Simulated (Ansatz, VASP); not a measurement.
## Sn3GeTe4: VASP beside Ansatz

```
Sn Ge Te
1.0
     6.32024    0.00000    0.00000
     0.00000    6.32024    0.00000
     0.00000    0.00000    6.32024
Sn Ge Te
3 1 4
Cartesian
  3.1601 0.0000 3.1601
  0.0000 3.1601 3.1601
  3.1601 3.1601 0.0000
  0.0000 0.0000 0.0000
  3.1601 3.1601 3.1601
  0.0000 3.1601 0.0000
  3.1601 0.0000 0.0000
  0.0000 0.0000 3.1601
```

Alike in both runs: functional PBE; k mesh 6 × 6 × 6; occupations gaussian, width 0.01 eV; no spin polarisation.

Ansatz relaxed the structure, and its values are those at the end. VASP's run is a single point on that final structure, the one shown.

|  | VASP | Ansatz |
| --- | --- | --- |
| version | VASP 6.6.1 | Ansatz 0.2.0 |
| potentials or method | VASP PAW PBE potentials, release 64 (Sn_d, Ge_d, Te), cutoff 520 eV | scalar-relativistic, plane waves, PAW |
| valence electrons in the cell | 80 | 120 |

|  | VASP | Ansatz | Ansatz less VASP |
| --- | --- | --- | --- |
| gap on the k mesh at the Fermi level (eV) | 0.19 | 0.19 | 0.000 |
| least direct gap on the mesh (eV) | 0.19 | 0.19 | 0.000 |
| pressure (GPa) | 0.0 | 0.0 | +0.04 |

With one functional, cell and mesh, what is left measures potentials, basis and numerics. VASP's potentials hold 80 valence electrons a cell and Ansatz's 120, so a difference there can come from the potentials and not from the codes.

Neither program's run includes spin-orbit coupling.
